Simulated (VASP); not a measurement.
# BaTe (Fm-3m) in VASP: further runs

BaTe is run at these levels: r2SCAN; tasks: relaxation of the atoms.

All numbers are computed with VASP 6.6.1; they aren't measurements. Logs are shortened: lines on timing, memory, paths and dates and some standing lists are left out, and cuts for length are marked.

## Step 1: The cell of the first run

Symmetry: Fm-3m, No. 225, cubic system. The conventional cell has a = 6.919 Å, b = 6.919 Å, c = 6.919 Å, α = 90.00°, β = 90.00°, γ = 90.00°. Ba (site symmetry m-3m) has 6 Te at 3.46 Å within 4.5 Å. Te (site symmetry m-3m) has 6 Ba at 3.46 Å within 4.5 Å.

## Step 2: Relaxation of the atoms, r2SCAN

POSCAR reads:

```
BaTe
1.0
    0.0000000000      3.4595096200      3.4595096200
    3.4595096200      0.0000000000      3.4595096200
    3.4595096200      3.4595096200      0.0000000000
Ba Te
1 1
Direct
    0.0000000000      0.0000000000      0.0000000000
    0.5000000000      0.5000000000      0.5000000000
```

INCAR.step1 reads:

```
SYSTEM = BaTe
PREC     = Accurate       ! precision mode
ENCUT    = 520            ! plane-wave cutoff, eV
ISMEAR   = -1             ! smearing method
SIGMA    = 0.02           ! smearing width, eV
LREAL    = .FALSE.        ! projectors in reciprocal space
LASPH    = .TRUE.         ! aspherical terms in the spheres
NELM     = 60             ! most SCF steps
GGA      = PE             ! functional
ALGO     = Normal         ! electronic algorithm
EDIFF    = 1E-4           ! SCF threshold, eV
LWAVE    = .TRUE.         ! write WAVECAR
LCHARG   = .FALSE.        ! write CHGCAR
```

INCAR.step2 reads:

```
SYSTEM = BaTe
PREC     = Accurate       ! precision mode
ENCUT    = 520            ! plane-wave cutoff, eV
EDIFF    = 1E-7           ! SCF threshold, eV
ISMEAR   = -1             ! smearing method
SIGMA    = 0.02           ! smearing width, eV
LREAL    = .FALSE.        ! projectors in reciprocal space
LASPH    = .TRUE.         ! aspherical terms in the spheres
NELM     = 60             ! most SCF steps
ALGO     = Normal         ! electronic algorithm
ISIF     = 2              ! what is computed and relaxed
LWAVE    = .FALSE.        ! write WAVECAR
LCHARG   = .FALSE.        ! write CHGCAR
METAGGA  = R2SCAN         ! meta-GGA
LMIXTAU  = .TRUE.       
IBRION   = 2              ! ionic algorithm
NSW      = 50             ! ionic steps
EDIFFG   = -0.01          ! ionic threshold
ISTART   = 1
```

KPOINTS reads:

```
Automatic mesh
0
G
  8 8 8
  0 0 0
```

Potentials or basis: VASP PAW PBE potentials, release 64 (Ba_sv, Te).

Command:

```
> cat potpaw_PBE.64/Ba_sv/POTCAR potpaw_PBE.64/Te/POTCAR > POTCAR
> cp INCAR.step1 INCAR
> mpirun -np 1 vasp_std > vasp.out
> cp INCAR.step2 INCAR
> mpirun -np 1 vasp_std > vasp.out
```

OUTCAR:

```text
SYSTEM = BaTe
   PREC = Accurate
   ENCUT = 520
   EDIFF = 1E-7
   ISMEAR = -1
   LREAL = .FALSE.
   LASPH = .TRUE.
   NELM = 60
   ISIF = 2
   METAGGA = R2SCAN
   IBRION = 2
   NSW = 50
   EDIFFG = -0.01
   ISTART = 1

 ion  position               nearest neighbor table
   1  0.000  0.000  0.000-   2 3.46   2 3.46   2 3.46   2 3.46   2 3.46   2 3.46
   2  0.500  0.500  0.500-   1 3.46   1 3.46   1 3.46   1 3.46   1 3.46   1 3.46

  LATTYP: Found a face centered cubic cell.
 ALAT       =     6.9190192400

  Lattice vectors:

 A1 = (   0.0000000000,   3.4595096200,   3.4595096200)
 A2 = (   3.4595096200,   0.0000000000,   3.4595096200)
 A3 = (   3.4595096200,   3.4595096200,   0.0000000000)

Analysis of symmetry for initial positions (statically):
=====================================================================
 Subroutine PRICEL returns:
 Original cell was already a primitive cell.

 Routine SETGRP: Setting up the symmetry group for a
 face centered cubic supercell.

 Subroutine GETGRP returns: Found 48 space group operations
 (whereof 48 operations were pure point group operations)
 out of a pool of 48 trial point group operations.

The static configuration has the point symmetry O_h .

Analysis of symmetry for dynamics (positions and initial velocities):
=====================================================================
 Subroutine PRICEL returns:
 Original cell was already a primitive cell.

 Routine SETGRP: Setting up the symmetry group for a
 face centered cubic supercell.

 Subroutine GETGRP returns: Found 48 space group operations
 (whereof 48 operations were pure point group operations)
 out of a pool of 48 trial point group operations.

The dynamic configuration has the point symmetry O_h .

 Subroutine INISYM returns: Found 48 space group operations
 (whereof 48 operations are pure point group operations),
 and found     1 'primitive' translations

----------------------------------------------------------------------------------------

                                     Primitive cell

  volume of cell :      82.8083

  direct lattice vectors                    reciprocal lattice vectors
     0.000000000  3.459509620  3.459509620    -0.144529154  0.144529154  0.144529154
     3.459509620  0.000000000  3.459509620     0.144529154 -0.144529154  0.144529154
     3.459509620  3.459509620  0.000000000     0.144529154  0.144529154 -0.144529154

  length of vectors
     4.892485424  4.892485424  4.892485424     0.250331839  0.250331839  0.250331839

  position of ions in fractional coordinates (direct lattice)
     0.000000000  0.000000000  0.000000000
     0.500000000  0.500000000  0.500000000

  ion indices of the primitive-cell ions
   primitive index   ion index
                 1           1
                 2           2

----------------------------------------------------------------------------------------

 KPOINTS: Automatic mesh

Automatic generation of k-mesh.
 Grid dimensions read from file:
 generate k-points for:    8    8    8

 Generating k-lattice:

  Cartesian coordinates                     Fractional coordinates (reciprocal lattice)
    -0.018066144  0.018066144  0.018066144     0.125000000  0.000000000  0.000000000
     0.018066144 -0.018066144  0.018066144     0.000000000  0.125000000  0.000000000
     0.018066144  0.018066144 -0.018066144     0.000000000  0.000000000  0.125000000

  Length of vectors
     0.031291480  0.031291480  0.031291480

  Shift w.r.t. Gamma in fractional coordinates (k-lattice)
     0.000000000  0.000000000  0.000000000

 Subroutine IBZKPT returns following result:
 ===========================================

 Found     29 irreducible k-points:

 Following reciprocal coordinates:
            Coordinates               Weight
  0.000000  0.000000  0.000000      1.000000
  0.125000  0.000000  0.000000      8.000000
  0.250000  0.000000  0.000000      8.000000
  0.375000  0.000000  0.000000      8.000000
  0.500000  0.000000  0.000000      4.000000
  0.125000  0.125000  0.000000      6.000000
[... 16 lines left out ...]
  0.500000  0.250000  0.125000     48.000000
 -0.375000  0.250000  0.125000     24.000000
 [... further k-points ...]
   k-points           NKPTS =     29   k-points in BZ     NKDIM =     29   number of bands    NBANDS=     12
   number of dos      NEDOS =    301   number of ions     NIONS =      2
   total plane-waves  NPLWV =  46656
   dimension x,y,z NGX =    36 NGY =   36 NGZ =   36
   dimension x,y,z NGXF=    72 NGYF=   72 NGZF=   72
   ions per type =               1   1
   NGX,Y,Z   is equivalent  to a cutoff of  12.23, 12.23, 12.23 a.u.
   NGXF,Y,Z  is equivalent  to a cutoff of  24.47, 24.47, 24.47 a.u.
 SYSTEM =  BaTe
   PREC   = accura    normal or accurate (medium, high low for compatibility)
   ISTART =      1    job   : 0-new  1-cont  2-samecut
   ICHARG =      0    charge: 1-file 2-atom 10-const
   ISPIN  =      1    spin polarized calculation?
   LNONCOLLINEAR =      F non collinear calculations
   LSORBIT =      F    spin-orbit coupling
   LASPH  =      T    aspherical Exc in radial PAW
   ENCUT  =  520.0 eV  38.22 Ry    6.18 a.u.   9.10  9.10  9.10*2*pi/ulx,y,z
   NELM   =     60;   NELMIN=  2; NELMDL=  0     # of ELM steps
   EDIFF  = 0.1E-06   stopping-criterion for ELM
   LREAL  =      F    real-space projection
   EDIFFG = -.1E-01   stopping-criterion for IOM
   NSW    =     50    number of steps for IOM
   IBRION =      2    ionic relax: 0-MD 1-quasi-New 2-CG
   NFREE  =      1    steps in history (QN), initial steepest desc. (CG)
   ISIF   =      2    stress and relaxation
   ISYM   =      2    0-nonsym 1-usesym 2-fastsym
   POTIM  = 0.5000    time-step for ionic-motion
   TEBEG  =    0.0;   TEEND  =   0.0 temperature during run
   PSTRESS=    0.0 pullay stress
   NELECT =      16.0000    total number of electrons
   NUPDOWN=      -1.0000    fix difference up-down
   EMIN   =  10.00;   EMAX   =-10.00  energy-range for DOS
   EFERMI =   0.00;   METHOD = LEGACY
   ISMEAR =    -1;   SIGMA  =   0.02  broadening in eV -4-tet -1-fermi 0-gaus
   EFERMI_NEDOS =   21; number of points for ismear=-14 and -15
   IALGO  =     38    algorithm
   IMIX   =      4    mixing-type and parameters
     AMIX     =   0.40;   BMIX     =  1.00
     AMIX_MAG =   1.60;   BMIX_MAG =  1.00
  volume/ion in A,a.u.               =      41.40       279.41
  Fermi-wavevector in a.u.,A,eV,Ry     =   0.946434  1.788501 12.187243  0.895737
  Thomas-Fermi vector in A             =   2.074431
   LORBIT       =      0    0 simple, 1 ext, 2 COOP (PROOUT), +10 PAW based schemes
   METAGGA = R2SCAN    functional components
   LHFCALC =     F    Hartree Fock is set to
   AEXX    =    0.0000 exact exchange contribution
   IVDW    =     0    specifies the selected vdW correction
   LEPSILON=     F    determine dielectric tensor
   LRPA    =     F    only Hartree local field effects (RPA)
 conjugate gradient relaxation of ions
 non-spin polarized calculation
  energy-cutoff  :      520.00
  volume of cell :       82.81
 maximum number of plane-waves:      2252
   NGX = 19   NGY = 19   NGZ = 19

 number of electron      16.0000000 magnetization

 Free energy of the ion-electron system (eV)
  ---------------------------------------------------
  ext. energy  EPLUGINS =         0.00000000
  ---------------------------------------------------
  free energy    TOTEN  =       -55.98298688 eV

  energy without entropy =      -55.98298688  energy(sigma->0) =      -55.98298688

 E-fermi :   2.7638     XC(G=0):  -8.7787

 val. band max:        2.2920818263   @ k =   0.0000   0.0000   0.0000
 cond. band min:       4.0862235700   @ k =   0.5000   0.5000   0.0000
 fundamental gap:      1.7941417437
 Fermi energy:         2.7638408589

 k-point     1 :       0.0000    0.0000    0.0000
  band No.  band energies     occupation
      1     -25.4253      2.00000
      2     -10.1641      2.00000
      3     -10.1641      2.00000
      4     -10.1641      2.00000
      5      -7.6054      2.00000
      6       2.2921      2.00000
      7       2.2921      2.00000
      8       2.2921      2.00000
      9       5.6105      0.00000
     10       5.6105      0.00000
     11       5.6105      0.00000
     12       6.0345      0.00000

 k-point     2 :       0.1250    0.0000    0.0000
  band No.  band energies     occupation
      1     -25.4228      2.00000
      2     -10.2565      2.00000
      3     -10.1657      2.00000
      4     -10.1657      2.00000
      5      -7.4645      2.00000
      6       1.7880      2.00000
      7       2.0463      2.00000
      8       2.0463      2.00000
      9       5.6643      0.00000
     10       5.8224      0.00000
     11       5.8224      0.00000
     12       6.6666      0.00000

 k-point     3 :       0.2500    0.0000    0.0000
  band No.  band energies     occupation
      1     -25.4167      2.00000
      2     -10.4510      2.00000
      3     -10.1694      2.00000
      4     -10.1694      2.00000
      5      -7.1457      2.00000
      6       0.9061      2.00000
      7       1.5843      2.00000
      8       1.5843      2.00000
      9       5.8569      0.00000
     10       6.3880      0.00000
     11       6.3880      0.00000
     12       7.9232      0.00000

 k-point     4 :       0.3750    0.0000    0.0000
  band No.  band energies     occupation
      1     -25.4107      2.00000
      2     -10.6177      2.00000
      3     -10.1730      2.00000
      4     -10.1730      2.00000
      5      -6.8428      2.00000
      6       0.2248      2.00000
      7       1.2248      2.00000
      8       1.2248      2.00000
      9       6.3707      0.00000
     10       7.2047      0.00000
     11       7.2047      0.00000
     12       8.2986      0.00000

 k-point     5 :       0.5000    0.0000    0.0000
  band No.  band energies     occupation
      1     -25.4081      2.00000
      2     -10.6808      2.00000
      3     -10.1745      2.00000
      4     -10.1745      2.00000
      5      -6.7190      2.00000
      6      -0.0273      2.00000
      7       1.0948      2.00000
      8       1.0948      2.00000
      9       6.9915      0.00000
     10       7.6453      0.00000
     11       7.7781      0.00000
     12       7.7781      0.00000
[... 228 lines left out ...]
      1     -25.4026      2.00000
      2     -10.4080      2.00000
      3     -10.2619      2.00000
      4     -10.2619      2.00000
      5      -7.3801      2.00000
      6       1.1364      2.00000
      7       1.9049      2.00000
      8       1.9049      2.00000
      9       4.0862      0.00000
     10       7.2908      0.00000
     11       7.8183      0.00000
     12       8.6859      0.00000

 k-point    22 :       0.3750    0.2500    0.1250
  band No.  band energies     occupation
      1     -25.4122      2.00000
      2     -10.4631      2.00000
      3     -10.2306      2.00000
      4     -10.1825      2.00000
      5      -7.0963      2.00000
      6       0.6085      2.00000
      7       1.4804      2.00000
      8       1.7756      2.00000
      9       5.2913      0.00000
     10       6.9112      0.00000
     11       7.1618      0.00000
     12       7.4645      0.00000

 k-point    23 :       0.5000    0.2500    0.1250
  band No.  band energies     occupation
      1     -25.4074      2.00000
      2     -10.5364      2.00000
      3     -10.2539      2.00000
      4     -10.1962      2.00000
      5      -6.9715      2.00000
      6       0.4542      2.00000
      7       1.2198      2.00000
      8       1.4722      2.00000
      9       5.7708      0.00000
     10       7.4360      0.00000
     11       7.7306      0.00000
     12       7.9316      0.00000

 k-point    24 :      -0.3750    0.2500    0.1250
  band No.  band energies     occupation
      1     -25.4053      2.00000
      2     -10.5667      2.00000
      3     -10.2562      2.00000
      4     -10.2078      2.00000
      5      -6.9217      2.00000
      6       0.4114      2.00000
      7       1.2170      2.00000
      8       1.2337      2.00000
      9       6.4520      0.00000
     10       6.7471      0.00000
     11       8.1225      0.00000
     12       8.4807      0.00000

 [... further k-points ...]

------------------------ aborting loop because EDIFF is reached ----------------------------------------

  FORCE on cell =-STRESS in cart. coord.  units (eV):
  Direction    XX          YY          ZZ          XY          YZ          ZX
  --------------------------------------------------------------------------------------
  -------------------------------------------------------------------------------------
  Total        1.3242005      1.3242005      1.3242005     -0.0000000     -0.0000000      0.0000000
  in kB       25.6206822     25.6206822     25.6206822     -0.0000000     -0.0000000      0.0000000
  external PRESSURE =      25.6206822 kB  Pullay stress =       0.0000000 kB

 VOLUME and BASIS-vectors are now :
 -----------------------------------------------------------------------------
  energy-cutoff  :      520.00
  volume of cell :       82.81
      direct lattice vectors                 reciprocal lattice vectors
     0.000000000  3.459509620  3.459509620    -0.144529154  0.144529154  0.144529154
     3.459509620  0.000000000  3.459509620     0.144529154 -0.144529154  0.144529154
     3.459509620  3.459509620  0.000000000     0.144529154  0.144529154 -0.144529154

 POSITION                                       TOTAL-FORCE (eV/Angst)
 -----------------------------------------------------------------------------------
      0.00000      0.00000      0.00000         0.000000      0.000000      0.000000
      3.45951      3.45951      3.45951        -0.000000     -0.000000     -0.000000
 -----------------------------------------------------------------------------------
    total drift:                                0.000000      0.000000      0.000000

  FREE ENERGIE OF THE ION-ELECTRON SYSTEM (eV)
  ---------------------------------------------------
  free  energy   TOTEN  =       -55.9829868753 eV

  energy  without entropy=      -55.9829868753  energy(sigma->0) =      -55.98298688

 reached required accuracy - stopping structural energy minimisation
```

It took 3.3 min on 1 thread of Oxide Virtual Turin-like, shared host; peak memory 0.2 GiB.

What came out:

- Free energy: -55.9830 eV
- Pressure after relaxing: 2.6 GPa
- Band gap on the k mesh: 1.79 eV (least direct gap 2.18 eV)

Final structure:
```
Ba Te
1.0
     0.00000    3.45951    3.45951
     3.45951    0.00000    3.45951
     3.45951    3.45951    0.00000
Ba Te
1 1
Direct
  0.00000 0.00000 0.00000
  0.50000 0.50000 0.50000
```

Caveat: the relaxation stopped at its first step, so nothing moved; the PAW data sets were made with another functional, which shifts forces and pressure a little; spin-orbit coupling is left out, which moves the levels of the heavy elements. A k mesh can miss the band edges.

(Continued in part 2 of 2.)
